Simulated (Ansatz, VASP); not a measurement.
## One calculation of LiF, two programs

File INCAR:

```
  PREC = Accurate
  ENCUT = 520
  EDIFF = 1E-7
  ISMEAR = 0
  SIGMA = 0.05
  LREAL = False
  LASPH = True
  NELM = 80
  ALGO = Normal
  ISIF = 2
  LWAVE = False
  LCHARG = False
  GGA = PE
  NBANDS = 12
```

KPOINTS

```
regular mesh
0
Gamma
  10 10 10
```

Contents of POSCAR:

```
LiF
1.0
    2.6619143200      0.0000000000      0.0000000000
    0.0000000000      2.6619143200      0.0000000000
    0.0000000000      0.0000000000      2.3547703600
Li F
1 1
Direct
    0.0000000000      0.0000000000      0.0000000000
    0.5000000000      0.5000000000      0.5000000000
```

Input for Ansatz:

```yaml
crystal:
  lattice:
    - [2.66191432, 0.0, 0.0]
    - [0.0, 2.66191432, 0.0]
    - [0.0, 0.0, 2.35477036]
  atoms:
    - { symbol: Li, position: [0.0, 0.0, 0.0] }
    - { symbol: F, position: [0.5, 0.5, 0.5] }
basis:
  ecutwfc: 420
kpoints:
  mp_grid: { grid: [10, 10, 10] }
hamiltonian:
  xc: pbe
scf:
  occupations: { method: gaussian, width: 0.05 }
output:
  forces: true
  stress: true
  eigenvalues: true
```

Change from the starting cell: strain +0.040 along x and y, -0.080 along z, atoms carried along.

Alike in both runs: task single point; functional PBE; k mesh 10 × 10 × 10; occupations gaussian, width 0.05 eV; no spin polarisation.

```csv
,VASP,Ansatz
version,VASP 6.6.1,Ansatz 0.2.0
potentials or method,"VASP PAW PBE potentials, release 64 (Li_sv, F), cutoff 520 eV","scalar-relativistic, plane waves, PAW"
valence electrons in the cell,10,10
```

|  | VASP | Ansatz | Ansatz less VASP |
| --- | --- | --- | --- |
| gap on the k mesh at the Fermi level (eV) | 6.69 | 6.68 | -0.012 |
| least direct gap on the mesh (eV) | 7.09 | 7.07 | -0.012 |

The functional is the same, so the differences come from potentials, cutoffs and numerics.

Noted on VASP's run: the cutoff is short for stress, so the pressure is rough.
